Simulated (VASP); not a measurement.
Set up this calculation in VASP 6.6.1, as the native input.

```yaml
Task: single point
Functional: PBE
Potentials_or_basis: VASP PAW PBE potentials, release 64 (Sn_d)
Cutoff: 500 eV
k_mesh: 12 × 12 × 4
Occupations: fermi-dirac, width 0.1 eV
Spin: no spin polarisation
Dipole_correction: no
Further_INCAR_settings: ALGO = Normal; EDIFF = 1e-06; NBANDS = 36
```

The structure of Sn lies in POSCAR:

```
Sn
1.0
    3.3894257859      0.0000000000      0.0000000000
   -1.6947128930      2.9353288349      0.0000000000
    0.0000000000      0.0000000000     11.1982796746
Sn
4
Direct
    0.0000000000      1.0000000000      0.0000000000
    0.0000000000      1.0000000000      0.5000000000
    0.3333333333      0.6666666667      0.2500000000
    0.6666666667      0.3333333333      0.7500000000
```

These files were run (other wordings do the same):

INCAR

```
ALGO = Normal ; EDIFF = 1E-6
ENCUT = 500 ; GGA = PE
GGA_COMPAT = F ; ISIF = 2
ISMEAR = -1 ; LASPH = T
LCHARG = F ; LREAL = F
LWAVE = F ; NBANDS = 36
NELM = 120 ; PREC = Accurate
SIGMA = 0.1
```

KPOINTS

```
k-points
0
Gamma
  12 12 4
```

Potentials or basis: VASP PAW PBE potentials, release 64 (Sn_d).

The run is started by

```console
$ cat potpaw_PBE.64/Sn_d/POTCAR > POTCAR
$ mpirun -np 1 vasp_std > vasp.out
```

Results of the run:

```yaml
Pressure: 0.2 GPa
Band_gap_on_the_k_mesh: zero (band 28 reaches 13.64 eV, above the bottom of band 29 at 5.42 eV)
```

Caveat: spin-orbit coupling is left out, which moves the levels of the heavy elements.

It took 120 s on 1 thread of AMD EPYC 9R45 96-Core Processor (Zen 5), on a shared host, peak memory 0.29 GiB.
